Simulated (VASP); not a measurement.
Runs of VASP 6.6.1 on SiGe4W. The structure is that of space group P4/mmm (No. 123), or close to it. The cells are those of the table. 

```csv
task,cell,k mesh,cutoff (eV),gap on the mesh (eV),pressure (GPa),largest force (eV/Å)
relaxation of cell and atoms,"relaxed from a = 2.971, b = 2.971, c = 11.196 Å, 6 atoms",6 × 6 × 2,600,none,-0.1,0.01
single point,"a = 3.156, b = 3.156, c = 11.198 Å, 6 atoms",6 × 6 × 2,520,none,0.3,0.02
single point,"a = 2.971, b = 2.971, c = 11.196 Å, 6 atoms",6 × 6 × 2,520,none,15.9,(a)
single point,"a = 3.191, b = 3.191, c = 10.979 Å, 6 atoms",12 × 12 × 4,520,none,0.1,0.02
```

Alike in all rows: level PBE; potentials or basis VASP PAW PBE potentials, release 64 (Si, Ge_d, W_sv); no spin polarisation; smearing gaussian 0.1 eV.

Estimate the missing entries.

(a) 0.89.

Caveats: spin-orbit coupling is left out, which moves the levels of the heavy elements.

A k mesh can miss the band edges, and the runs leave out spin-orbit coupling on Ge, W.

A gap of «none» marks levels without a gap at the run's occupations.
